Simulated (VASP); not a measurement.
A run of VASP 6.6.1:

INCAR

```
ALGO = Normal ; DIPOL = 0.5 0.5 0.383
EDIFF = 1E-6 ; ENCUT = 520
GGA = PE ; IDIPOL = 3
ISIF = 2 ; ISMEAR = 0
IVDW = 12 ; LASPH = True
LCHARG = False ; LDIPOL = True
LREAL = False ; LWAVE = False
NBANDS = 35 ; NELM = 80
PREC = Accurate ; SIGMA = 0.05
```

Contents of KPOINTS:

```
k-points
0
Gamma
  9 9 1
```

File POSCAR:

```
WSe2
1.0
    3.2854929709      0.0000000000      0.0000000000
   -1.6427464855      2.8453203767      0.0000000000
    0.0000000000      0.0000000000     24.2386466774
Se W
4 2
Direct
    0.3333333333      0.6666666667      0.1856539294
    0.3333333333      0.6666666667      0.3246601777
    0.8888888889      0.1111111111      0.4405907426
    0.8888888889      0.1111111111      0.5795969909
    0.6666666667      0.3333333333      0.2551570536
    0.5555555556      0.4444444444      0.5100938667
```

Potentials or basis: VASP PAW PBE potentials, release 64 (Se, W_sv).

Command:

```sh
$ cat potpaw_PBE.64/Se/POTCAR potpaw_PBE.64/W_sv/POTCAR > POTCAR
$ mpirun -np 1 vasp_std > vasp.out
```

Hardware: 1 thread of AMD EPYC 9R45 96-Core Processor (Zen 5), on a shared host.

Q: How long does it take, and how much memory?

A: Run time: 2.5 min on 1 thread of AMD EPYC 9R45 96-Core Processor (Zen 5), with other jobs on the host, peak memory 0.39 GiB. Counts: scf iterations 23, k points 25.
